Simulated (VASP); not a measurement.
# Hf (I4/mmm) in VASP: a series of runs, part 2 of 2

VASP 6.6.1.

### 6 Single point, LDA (equal xx and yy strain of +2 %)

File INCAR:

```
  PREC = Accurate
  ENCUT = 520
  EDIFF = 1E-6
  ISMEAR = -1
  SIGMA = 0.03
  LREAL = F
  LASPH = T
  NELM = 60
  ALGO = Normal
  ISIF = 2
  LWAVE = F
  LCHARG = T
  LELF = T
  LVHAR = T
  NBANDS = 11
```

File KPOINTS:

```
regular mesh
0
Gamma
  13 13 13
```

File POSCAR:

```
Hf
1.0
    0.0000000000      2.2644000000      2.2200000000
    2.2644000000      0.0000000000      2.2200000000
    2.2644000000      2.2644000000      0.0000000000
Hf
1
Direct
    0.0000000000      0.0000000000      0.0000000000
```

Potentials or basis: VASP PAW LDA potentials, release 64 (Hf_pv).

The run is started by

```
$ cat potpaw_LDA.64/Hf_pv/POTCAR > POTCAR
$ mpirun -np 1 vasp_std > vasp.out
```

OUTCAR:

```text
PREC = Accurate
   ENCUT = 520
   EDIFF = 1E-6
   ISMEAR = -1
   LREAL = F
   LASPH = T
   NELM = 60
   ISIF = 2

 ion  position               nearest neighbor table
   1  0.000  0.000  0.000-

  LATTYP: Found a body centered tetragonal cell.
 ALAT       =     3.2023451906
 C/A-ratio  =     1.3864838847

  Lattice vectors:

 A1 = (   0.0000000000,  -2.2644000000,  -2.2200000000)
 A2 = (   0.0000000000,   2.2644000000,  -2.2200000000)
 A3 = (   2.2644000000,   0.0000000000,   2.2200000000)

Analysis of symmetry for initial positions (statically):
=====================================================================
 Subroutine PRICEL returns:
 Original cell was already a primitive cell.

 Routine SETGRP: Setting up the symmetry group for a
 body centered tetragonal supercell.

 Subroutine GETGRP returns: Found 16 space group operations
 (whereof 16 operations were pure point group operations)
 out of a pool of 16 trial point group operations.

The static configuration has the point symmetry D_4h.

Analysis of symmetry for dynamics (positions and initial velocities):
=====================================================================
 Subroutine PRICEL returns:
 Original cell was already a primitive cell.

 Routine SETGRP: Setting up the symmetry group for a
 body centered tetragonal supercell.

 Subroutine GETGRP returns: Found 16 space group operations
 (whereof 16 operations were pure point group operations)
 out of a pool of 16 trial point group operations.

The dynamic configuration has the point symmetry D_4h.

 Subroutine INISYM returns: Found 16 space group operations
 (whereof 16 operations are pure point group operations),
 and found     1 'primitive' translations

----------------------------------------------------------------------------------------

                                     Primitive cell

  volume of cell :      22.7661

[... 105 lines left out ...]
     AMIX     =   0.40;   BMIX     =  1.00
     AMIX_MAG =   1.60;   BMIX_MAG =  1.00
  volume/ion in A,a.u.               =      22.77       153.63
  Fermi-wavevector in a.u.,A,eV,Ry     =   1.244453  2.351675 21.070834  1.548663
  Thomas-Fermi vector in A             =   2.378719
   LORBIT       =      0    0 simple, 1 ext, 2 COOP (PROOUT), +10 PAW based schemes
   GGA     = CA    functional components
   LHFCALC =     F    Hartree Fock is set to
   AEXX    =    0.0000 exact exchange contribution
   IVDW    =     0    specifies the selected vdW correction
   LEPSILON=     F    determine dielectric tensor
   LRPA    =     F    only Hartree local field effects (RPA)
 non-spin polarized calculation
  energy-cutoff  :      520.00
  volume of cell :       22.77
 maximum number of plane-waves:       627
   NGX = 11   NGY = 11   NGZ = 11

 number of electron      10.0000000 magnetization

 number of electron       9.9999999 magnetization

 Free energy of the ion-electron system (eV)
  ---------------------------------------------------
  ext. energy  EPLUGINS =         0.00000000
  ---------------------------------------------------
  free energy    TOTEN  =       -10.57104111 eV

  energy without entropy =      -10.56684681  energy(sigma->0) =      -10.56894396

 E-fermi :   4.4821     XC(G=0): -11.3936

 val. band max:        4.4810807119   @ k =  -0.2308  -0.0000   0.0769
 cond. band min:       4.4831129239   @ k =  -0.1538  -0.0000   0.1538
 fundamental gap:      0.0020322120
 Fermi energy:         4.4820622374

 k-point     1 :       0.0000    0.0000    0.0000
  band No.  band energies     occupation
      1     -25.4371      2.00000
      2     -25.4365      2.00000
      3     -25.4365      2.00000
      4      -2.5956      2.00000
      5       5.7374      0.00000
      6       5.7374      0.00000
      7       5.9598      0.00000
      8       8.3309      0.00000
      9       8.6465      0.00000
     10      15.8656      0.00000
     11      16.5352      0.00000
[... 309 lines left out ...]
 k-point    24 :       0.4615    0.1538    0.0000
  band No.  band energies     occupation
      1     -26.1265      2.00000
      2     -25.6205      2.00000
      3     -25.5939      2.00000
      4       1.4095      2.00000
      5       4.0663      2.00000
      6       5.2063      0.00000
      7       6.2546      0.00000
      8      10.2792      0.00000
      9      10.7131      0.00000
     10      13.7976      0.00000
     11      16.5420      0.00000

 [... further k-points ...]
[... 5 lines left out ...]
  --------------------------------------------------------------------------------------
  -------------------------------------------------------------------------------------
  Total       -1.3233220     -1.3233220     -1.2557706      0.0000000     -0.0000000      0.0000000
  in kB      -93.1294091    -93.1294091    -88.3754504      0.0000000     -0.0000000      0.0000000
  external PRESSURE =     -91.5447562 kB  Pullay stress =       0.0000000 kB

 VOLUME and BASIS-vectors are now :
 -----------------------------------------------------------------------------
  energy-cutoff  :      520.00
  volume of cell :       22.77
      direct lattice vectors                 reciprocal lattice vectors
     0.000000000  2.264400000  2.220000000    -0.220809044  0.220809044  0.225225225
     2.264400000  0.000000000  2.220000000     0.220809044 -0.220809044  0.225225225
     2.264400000  2.264400000  0.000000000     0.220809044  0.220809044 -0.225225225

 POSITION                                       TOTAL-FORCE (eV/Angst)
 -----------------------------------------------------------------------------------
      0.00000      0.00000      0.00000         0.000000      0.000000      0.000000
 -----------------------------------------------------------------------------------
    total drift:                                0.000000      0.000000     -0.000000

  FREE ENERGIE OF THE ION-ELECTRON SYSTEM (eV)
  ---------------------------------------------------
  free  energy   TOTEN  =       -10.5710411136 eV

  energy  without entropy=      -10.5668468108  energy(sigma->0) =      -10.56894396
```

Wall time 11 s (1 thread of Intel Xeon 6975P-C (Granite Rapids), shared host); peak memory 0.16 GiB.

What came out:

```
Free energy            : -10.5710 eV
Pressure               : -9.2 GPa
Band gap on the k mesh : zero (band 5 reaches 5.74 eV, above the bottom of band 6 at 3.91 eV)
```

Stress tensor (GPa, compression positive):
```
-9.31  0.00  0.00
 0.00 -9.31  0.00
 0.00  0.00 -8.84
```

Caveat: the cell differs from its parent crystal (equal xx and yy strain of +2 %); spin-orbit coupling is left out, which moves the levels of the heavy elements.

### 7 The runs side by side

| cell | gap on the mesh (eV) | pressure (GPa) |
| --- | --- | --- |
| a = 3.155, b = 3.155, c = 3.140 Å, angles 60.2, 60.2, 59.7°, 1 atom | none | -6.5 |
| a = 3.187, b = 3.187, c = 3.140 Å, angles 60.5, 60.5, 59.0°, 1 atom | none | -8.3 |
| a = 3.171, b = 3.171, c = 3.140 Å, angles 60.3, 60.3, 59.3°, 1 atom | none | -7.4 |
| a = 3.155, b = 3.155, c = 3.171 Å, angles 59.8, 59.8, 60.3°, 1 atom | none | -7.4 |
| a = 3.171, b = 3.171, c = 3.202 Å, angles 59.7, 59.7, 60.7°, 1 atom | none | -9.2 |

Alike in all rows: task single point; level LDA; potentials or basis VASP PAW LDA potentials, release 64 (Hf_pv); no spin polarisation; k mesh 13 × 13 × 13; cutoff (eV) 520; smearing fermi-dirac 0.03 eV.

Caveats: spin-orbit coupling is left out, which moves the levels of the heavy elements.

Absolute energies hang on the potentials; compare differences alone.
